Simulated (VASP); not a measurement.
# Rh (P1) in VASP: single point with PBE

Aim: the single point of Rh with PBE.

Program: VASP 6.6.1. These are calculated values, not measurements. Logs are shortened: lines on timing, memory, paths and dates and some standing lists are left out, and cuts for length are marked.

**1. The cell of the first run**

The typed cell holds 3 atoms: a = 4.158 Å, b = 4.156 Å, c = 4.158 Å, α = 89.99°, β = 90.00°, γ = 90.00°.

**2. Single point, PBE, collinear spin, ferromagnetic start**

POSCAR

```
Rh
1.0
    4.1581210000      0.0000450000     -0.0000510000
    0.0000450000      4.1558090000      0.0002780000
   -0.0000510000      0.0002780000      4.1576310000
Rh
3
Direct
    0.9675260000      0.5050090000      0.4881810000
    0.4733270000      0.9872280000      0.5099390000
    0.4914320000      0.5052540000      0.0085730000
```

INCAR.step1

```
SYSTEM = Rh
PREC = Accurate
ENCUT = 520
EDIFF = 1E-7
ISMEAR = -1
SIGMA = 0.0392
LREAL = .False.
LASPH = .True.
NELM = 150
ALGO = Normal
ISIF = 2
LWAVE = .False.
LCHARG = .True.
ISPIN = 2
MAGMOM = 1.17 1.18 1.17
LMAXMIX = 4
GGA = PE
NBANDS = 34
```

KPOINTS.step1

```
Automatic mesh
0
Gamma
  4 4 4
  0.5 0.5 0.5
```

INCAR.step2

```
SYSTEM = Rh
PREC = Accurate
ENCUT = 520
EDIFF = 1E-7
ISMEAR = -5
SIGMA = 0.0392
LREAL = .False.
LASPH = .True.
NELM = 150
ALGO = Normal
ISIF = 2
LWAVE = .False.
LCHARG = .False.
ISPIN = 2
MAGMOM = 1.17 1.18 1.17
LORBIT = 11
LMAXMIX = 4
GGA = PE
NBANDS = 34
NEDOS = 2001
ICHARG = 11
```

KPOINTS.step2

```
regular mesh
0
Gamma
  6 6 6
  0 0 0
```

Potentials or basis: VASP PAW PBE potentials, release 64 (Rh_pv).

Launch:

```bash
$ cat potpaw_PBE.64/Rh_pv/POTCAR > POTCAR
$ cp INCAR.step1 INCAR
$ cp KPOINTS.step1 KPOINTS
$ mpirun -np 1 vasp_std > vasp.out
$ cp INCAR.step2 INCAR
$ cp KPOINTS.step2 KPOINTS
$ mpirun -np 1 vasp_std > vasp.out
```

OUTCAR:

```text
SYSTEM = Rh
   PREC = Accurate
   ENCUT = 520
   EDIFF = 1E-7
   ISMEAR = -5
   LREAL = .False.
   LASPH = .True.
   NELM = 150
   ISIF = 2
   ISPIN = 2
   LORBIT = 11
   GGA = PE
   ICHARG = 11

 ion  position               nearest neighbor table
   1  0.968  0.505  0.488-   3 2.81   2 2.87   2 2.91   3 2.93   3 2.95   2 2.98   2 3.01   3 3.07

   2  0.473  0.987  0.510-   1 2.87   3 2.88   3 2.89   1 2.91   1 2.98   3 2.99   3 3.00   1 3.01

   3  0.491  0.505  0.009-   1 2.81   2 2.88   2 2.89   1 2.93   1 2.95   2 2.99   2 3.00   1 3.07

  LATTYP: Found a simple monoclinic cell.
 ALAT       =     5.8788830915
 B/A-ratio  =     0.7072977870
 C/A-ratio  =     1.5809097785
 COS(beta)  =    -0.9486821364

  Lattice vectors:

 A1 = (  -0.0000060000,   4.1560870000,   4.1579090000)
 A2 = (  -4.1581210000,  -0.0000450000,   0.0000510000)
 A3 = (  -0.0000390000,  -8.3118960000,  -4.1581870000)

Analysis of symmetry for initial positions (statically):
=====================================================================
 Subroutine PRICEL returns:
 Original cell was already a primitive cell.

 Routine SETGRP: Setting up the symmetry group for a
 simple monoclinic supercell.

 Subroutine GETGRP returns: Found  1 space group operations
 (whereof  1 operations were pure point group operations)
 out of a pool of  4 trial point group operations.

The static configuration has the point symmetry C_1 .

Analysis of symmetry for dynamics (positions and initial velocities):
=====================================================================
 Subroutine PRICEL returns:
 Original cell was already a primitive cell.

 Routine SETGRP: Setting up the symmetry group for a
 simple monoclinic supercell.

 Subroutine GETGRP returns: Found  1 space group operations
 (whereof  1 operations were pure point group operations)
 out of a pool of  4 trial point group operations.

The dynamic configuration has the point symmetry C_1 .

Analysis of structural, dynamic, and magnetic symmetry:
=====================================================================
 Subroutine PRICEL returns:
 Original cell was already a primitive cell.

 Routine SETGRP: Setting up the symmetry group for a
 simple monoclinic supercell.

 Subroutine GETGRP returns: Found  1 space group operations
 (whereof  1 operations were pure point group operations)
 out of a pool of  4 trial point group operations.

The overall configuration has the point symmetry C_1 .

 Subroutine INISYM returns: Found  1 space group operations
 (whereof  1 operations are pure point group operations),
 and found     1 'primitive' translations

----------------------------------------------------------------------------------------

                                     Primitive cell

  volume of cell :      71.8453

  direct lattice vectors                    reciprocal lattice vectors
     4.158121000  0.000045000 -0.000051000     0.240493242 -0.000002604  0.000002950
     0.000045000  4.155809000  0.000278000    -0.000002604  0.240627037 -0.000016090
    -0.000051000  0.000278000  4.157631000     0.000002950 -0.000016090  0.240521587

  length of vectors
     4.158121001  4.155809010  4.157631010     0.240493242  0.240627037  0.240521587

  position of ions in fractional coordinates (direct lattice)
     0.967526000  0.505009000  0.488181000
     0.473327000  0.987228000  0.509939000
     0.491432000  0.505254000  0.008573000

  ion indices of the primitive-cell ions
   primitive index   ion index
                 1           1
                 2           2
                 3           3

----------------------------------------------------------------------------------------

 KPOINTS: regular mesh

Automatic generation of k-mesh.
 Grid dimensions read from file:
 generate k-points for:    6    6    6

 Generating k-lattice:

  Cartesian coordinates                     Fractional coordinates (reciprocal lattice)
     0.040082207 -0.000000434  0.000000492     0.166666667  0.000000000  0.000000000
    -0.000000434  0.040104506 -0.000002682     0.000000000  0.166666667  0.000000000
     0.000000492 -0.000002682  0.040086931     0.000000000 -0.000000000  0.166666667

  Length of vectors
     0.040082207  0.040104506  0.040086931

  Shift w.r.t. Gamma in fractional coordinates (k-lattice)
     0.000000000  0.000000000  0.000000000

 TETIRR: Found    648 inequivalent tetrahedra from     1296

 Subroutine IBZKPT returns following result:
 ===========================================

 Found    112 irreducible k-points:

 Following reciprocal coordinates:
            Coordinates               Weight
  0.000000  0.000000  0.000000      1.000000
  0.166667  0.000000 -0.000000      2.000000
  0.333333  0.000000 -0.000000      2.000000
  0.500000  0.000000 -0.000000      1.000000
  0.000000  0.166667  0.000000      2.000000
  0.166667  0.166667  0.000000      2.000000
[... 16 lines left out ...]
  0.166667  0.000000 -0.166667      2.000000
  0.333333 -0.000000  0.166667      2.000000
 [... further k-points ...]
   k-points           NKPTS =    112   k-points in BZ     NKDIM =    112   number of bands    NBANDS=     34
   number of dos      NEDOS =   2001   number of ions     NIONS =      3
   total plane-waves  NPLWV =  32768
   dimension x,y,z NGX =    32 NGY =   32 NGZ =   32
   dimension x,y,z NGXF=    64 NGYF=   64 NGZF=   64
   ions per type =               3
   NGX,Y,Z   is equivalent  to a cutoff of  12.79, 12.80, 12.80 a.u.
   NGXF,Y,Z  is equivalent  to a cutoff of  25.59, 25.60, 25.59 a.u.
 SYSTEM =  Rh
   PREC   = accura    normal or accurate (medium, high low for compatibility)
   ISTART =      0    job   : 0-new  1-cont  2-samecut
   ICHARG =     11    charge: 1-file 2-atom 10-const
   ISPIN  =      2    spin polarized calculation?
   LNONCOLLINEAR =      F non collinear calculations
   LSORBIT =      F    spin-orbit coupling
   LASPH  =      T    aspherical Exc in radial PAW
   ENCUT  =  520.0 eV  38.22 Ry    6.18 a.u.   7.73  7.73  7.73*2*pi/ulx,y,z
   NELM   =    150;   NELMIN=  2; NELMDL=  0     # of ELM steps
   EDIFF  = 0.1E-06   stopping-criterion for ELM
   LREAL  =      F    real-space projection
   EDIFFG = 0.1E-05   stopping-criterion for IOM
   NSW    =      0    number of steps for IOM
   IBRION =     -1    ionic relax: 0-MD 1-quasi-New 2-CG
   NFREE  =      0    steps in history (QN), initial steepest desc. (CG)
   ISIF   =      2    stress and relaxation
   ISYM   =      2    0-nonsym 1-usesym 2-fastsym
   POTIM  = 0.5000    time-step for ionic-motion
   TEBEG  =    0.0;   TEEND  =   0.0 temperature during run
   PSTRESS=    0.0 pullay stress
   NELECT =      45.0000    total number of electrons
   NUPDOWN=      -1.0000    fix difference up-down
   EMIN   =  10.00;   EMAX   =-10.00  energy-range for DOS
   EFERMI =   0.00;   METHOD = LEGACY
   ISMEAR =    -5;   SIGMA  =   0.04  broadening in eV -4-tet -1-fermi 0-gaus
   EFERMI_NEDOS =   21; number of points for ismear=-14 and -15
   IALGO  =     38    algorithm
   IMIX   =      4    mixing-type and parameters
     AMIX     =   0.40;   BMIX     =  1.00
     AMIX_MAG =   1.60;   BMIX_MAG =  1.00
  volume/ion in A,a.u.               =      23.95       161.61
  Fermi-wavevector in a.u.,A,eV,Ry     =   1.400703  2.646945 26.694215  1.961969
  Thomas-Fermi vector in A             =   2.523637
   LORBIT       =     11    0 simple, 1 ext, 2 COOP (PROOUT), +10 PAW based schemes
   GGA     = PE    functional components
   LHFCALC =     F    Hartree Fock is set to
   AEXX    =    0.0000 exact exchange contribution
   IVDW    =     0    specifies the selected vdW correction
   LEPSILON=     F    determine dielectric tensor
   LRPA    =     F    only Hartree local field effects (RPA)
 spin polarized calculation
 Fermi weights with tetrahedron method with Bloechl corrections
  energy-cutoff  :      520.00
  volume of cell :       71.85
 maximum number of plane-waves:      1956
 NGX is ok and might be reduce to    32

 number of electron      44.9999999 magnetization       2.6567995

 Free energy of the ion-electron system (eV)
  ---------------------------------------------------
  ext. energy  EPLUGINS =         0.00000000
  ---------------------------------------------------
  free energy    TOTEN  =       -17.28171678 eV

  energy without entropy =      -17.28171678  energy(sigma->0) =      -17.28171678

 E-fermi :   4.3120     XC(G=0): -10.5210

 val. band max:        4.4308152828   @ k =   0.0000   0.1667   0.0000
 cond. band min:       4.1792073551   @ k =   0.3333  -0.3333   0.0000
 fundamental gap:     -0.2516079277
 Fermi energy:         4.3119938817

 spin component 1

 k-point     1 :       0.0000    0.0000    0.0000
  band No.  band energies     occupation
      1     -41.8449      1.00000
      2     -41.8247      1.00000
      3     -41.8191      1.00000
      4     -41.6556      1.00000
      5     -41.6487      1.00000
      6     -41.6424      1.00000
[... 26 lines left out ...]
     33      17.4993      0.00000
     34      17.5365      0.00000
[... 820 lines left out ...]
      4     -41.6984      1.00000
      5     -41.6635      1.00000
      6     -41.6420      1.00000
[... 26 lines left out ...]
     33      16.3975      0.00000
     34      17.8563      0.00000

 [... further k-points ...]

 spin component 2

 k-point     1 :       0.0000    0.0000    0.0000
  band No.  band energies     occupation
      1     -41.1800      1.00000
      2     -41.1623      1.00000
      3     -41.1523      1.00000
      4     -40.9551      1.00000
      5     -40.9496      1.00000
      6     -40.9464      1.00000
[... 26 lines left out ...]
     33      17.7256      0.00000
     34      17.7931      0.00000
[... 820 lines left out ...]
      4     -41.0048      1.00000
      5     -40.9664      1.00000
      6     -40.9470      1.00000
[... 26 lines left out ...]
     33      16.5856      0.00000
     34      18.0669      0.00000

 [... further k-points ...]
[... 5 lines left out ...]
  --------------------------------------------------------------------------------------
  -------------------------------------------------------------------------------------
  Total      -13.0324914    -12.9828721    -13.0811338     -0.0569973      0.0418705      0.0601042
  in kB     -290.6292948   -289.5227656   -291.7140377     -1.2710611      0.9337276      1.3403445
  external PRESSURE =    -290.6220327 kB  Pullay stress =       0.0000000 kB

 VOLUME and BASIS-vectors are now :
 -----------------------------------------------------------------------------
  energy-cutoff  :      520.00
  volume of cell :       71.85
      direct lattice vectors                 reciprocal lattice vectors
     4.158121000  0.000045000 -0.000051000     0.240493242 -0.000002604  0.000002950
     0.000045000  4.155809000  0.000278000    -0.000002604  0.240627037 -0.000016090
    -0.000051000  0.000278000  4.157631000     0.000002950 -0.000016090  0.240521587

 POSITION                                       TOTAL-FORCE (eV/Angst)
 -----------------------------------------------------------------------------------
      4.02309      2.09890      2.02977        -0.171269      0.107075     -0.114475
      1.96817      4.10289      2.12039         0.038054     -0.215159      0.008447
      2.04346      2.09976      0.03576         0.133215      0.108084      0.106028
 -----------------------------------------------------------------------------------
    total drift:                                0.000192      0.000285      0.000110

  FREE ENERGIE OF THE ION-ELECTRON SYSTEM (eV)
  ---------------------------------------------------
  free  energy   TOTEN  =       -17.2817167778 eV

  energy  without entropy=      -17.2817167778  energy(sigma->0) =      -17.28171678

 total charge

# of ion       s       p       d       tot
------------------------------------------
    1        0.307   6.100   6.994  13.401
    2        0.306   6.099   6.996  13.401
    3        0.307   6.100   6.993  13.401
--------------------------------------------------
tot          0.921  18.299  20.984  40.203

 magnetization (x)

# of ion       s       p       d       tot
------------------------------------------
    1        0.001  -0.001   0.879   0.880
    2        0.002  -0.001   0.880   0.880
    3        0.001  -0.001   0.881   0.882
--------------------------------------------------
tot          0.004  -0.003   2.640   2.642
```

Wall time 3.4 min (1 thread of Intel Xeon 6975P-C (Granite Rapids), shared host); peak memory 0.45 GiB.

What came out:

```
Net moment                                            : 2.66 μB per cell
Site moments                                          : Rh +0.88 μB
Valence electrons inside the program's atomic spheres : Rh 13.40
```

Levels at points of the mesh, in eV from the Fermi level:
Spin up:
```csv
k point,band 22,band 23,band 24,band 25,band 26,band 27
"(0.00, 0.00, 0.00)",0.31,0.59,0.60,0.62,4.39,4.42
"(0.50, 0.00, 0.00)",-0.76,-0.69,-0.59,-0.24,0.61,7.41
"(0.00, 0.50, 0.00)",-0.74,-0.70,-0.63,-0.25,0.61,7.45
"(0.50, 0.50, 0.00)",-1.09,-0.63,-0.49,0.39,2.51,2.78
"(0.00, 0.00, 0.50)",-0.76,-0.69,-0.58,-0.24,0.61,7.42
"(0.50, 0.00, 0.50)",-1.15,-0.61,-0.46,0.38,2.56,2.77
"(0.00, 0.50, 0.50)",-1.11,-0.61,-0.48,0.39,2.52,2.78
"(0.50, 0.50, 0.50)",0.31,0.35,0.36,1.32,2.85,2.86
```
Spin down:
```csv
k point,band 18,band 19,band 20,band 21,band 22,band 23,band 24,band 25
"(0.00, 0.00, 0.00)",-0.19,-0.18,0.43,0.44,1.02,1.16,1.16,1.19
"(0.50, 0.00, 0.00)",-1.21,-0.57,-0.48,-0.21,-0.12,-0.03,0.07,0.52
"(0.00, 0.50, 0.00)",-1.21,-0.51,-0.48,-0.20,-0.10,-0.08,0.05,0.51
"(0.50, 0.50, 0.00)",-1.19,-1.08,-0.51,-0.47,-0.42,-0.09,0.26,0.81
"(0.00, 0.00, 0.50)",-1.22,-0.58,-0.46,-0.24,-0.12,-0.04,0.08,0.52
"(0.50, 0.00, 0.50)",-1.17,-1.10,-0.56,-0.51,-0.44,-0.06,0.28,0.80
"(0.00, 0.50, 0.50)",-1.17,-1.08,-0.53,-0.46,-0.43,-0.06,0.26,0.81
"(0.50, 0.50, 0.50)",-0.30,-0.27,0.20,0.21,0.91,0.97,0.99,1.38
```

Caveat: the k points lie up to 0.38 Å⁻¹ apart.
